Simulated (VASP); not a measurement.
Wanted: the native input for a VASP 6.6.1 run.

| Quantity | Value |
| --- | --- |
| Task | single point |
| Functional | PBE |
| Potentials or basis | VASP PAW PBE potentials, release 64 (Na_pv, S) |
| Cutoff | 500 eV |
| k mesh | 6 × 6 × 6 |
| Occupations | gaussian, width 0.01 eV |
| Spin | no spin polarisation |
| Dipole correction | no |
| Further INCAR settings | ALGO = Normal; EDIFF = 1e-06; NBANDS = 17 |

The structure of Na2S lies in POSCAR:

```
Na2S
1.0
    0.0000000000      3.0506491794      3.0506491794
    3.0506491794      0.0000000000      3.0506491794
    3.0506491794      3.0506491794      0.0000000000
Na S
2 1
Direct
    0.2500000000      0.2500000000      0.2500000000
    0.7500000000      0.7500000000      0.7500000000
    0.0000000000      0.0000000000      0.0000000000
```

One way to write it, as run:

INCAR

```
SYSTEM = Na2S
PREC = Accurate
ENCUT = 500
EDIFF = 1E-6
ISMEAR = 0
SIGMA = 0.01
LREAL = .False.
LASPH = .True.
NELM = 120
ALGO = Normal
ISIF = 2
LWAVE = .False.
LCHARG = .False.
GGA = PE
NBANDS = 17
GGA_COMPAT = .False.
```

KPOINTS

```
regular mesh
0
Gamma
  6 6 6
  0 0 0
```

Potentials or basis: VASP PAW PBE potentials, release 64 (Na_pv, S).

The run is started by

```sh
$ cat potpaw_PBE.64/Na_pv/POTCAR potpaw_PBE.64/S/POTCAR > POTCAR
$ mpirun -np 1 vasp_std > vasp.out
```

Results of the run:

The pressure is 10.0 GPa and the band gap on the k mesh is 3.25 eV.

Caveat: the cell stands under pressure.

Wall time 14 s on 1 thread of Intel Xeon 8259CL, on a shared host, peak memory 0.17 GiB.
